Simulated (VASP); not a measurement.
## LaB6: single point with r2SCAN

Crystal: LaB6.

```
La B
1.0
     4.15234    0.00000    0.00000
     0.00000    4.15234    0.00000
     0.00000    0.00000    4.15234
La B
1 6
Cartesian
  0.0000 0.0000 0.0000
  0.8308 2.0762 2.0762
  3.3216 2.0762 2.0762
  2.0762 2.0762 0.8308
  2.0762 2.0762 3.3216
  2.0762 0.8308 2.0762
  2.0762 3.3216 2.0762
```

```json
{"Program": "VASP 6.6.1", "Task": "single point", "Functional": "r2SCAN", "Potentials or basis": "VASP PAW PBE potentials, release 64 (La, B)", "Cutoff": "520 eV", "k mesh": "8 × 8 × 8", "Occupations": "gaussian, width 0.05 eV", "Spin": "no spin polarisation"}
```

| Property | Result |
| --- | --- |
| Pressure | 0.0 GPa |
| Largest force | 0.027 eV/Å |

Forces on the atoms (eV/Å):
```
La   0.000  0.000  0.000
B   -0.027  0.000  0.000
B    0.027  0.000  0.000
B    0.000  0.000 -0.027
B    0.000  0.000  0.027
B    0.000 -0.027  0.000
B    0.000  0.027  0.000
```

Levels at points of the mesh, in eV from the Fermi level:
| k point | band 11 | band 12 | band 13 | band 14 | band 15 | band 16 | band 17 | band 18 |
| --- | --- | --- | --- | --- | --- | --- | --- | --- |
| (0.00, 0.00, 0.00) | -7.49 | -1.98 | -1.98 | -1.98 | 0.28 | 0.28 | 0.28 | 1.66 |
| (0.50, 0.00, 0.00) | -3.71 | -3.71 | -3.39 | -2.51 | -1.58 | 1.67 | 1.67 | 1.70 |
| (0.50, 0.50, 0.00) | -4.71 | -4.71 | -3.07 | -3.07 | 1.19 | 1.19 | 2.21 | 2.24 |
| (0.50, 0.50, 0.50) | -5.05 | -2.54 | -2.54 | -2.54 | 1.67 | 2.01 | 2.01 | 2.01 |

It took 2.7 min on 1 thread of Intel Xeon 6975P-C, on a shared host, peak memory 0.23 GiB.

Caveat: the PAW data sets were made with another functional, which shifts forces and pressure a little; spin-orbit coupling is left out, which moves the levels of the heavy elements.
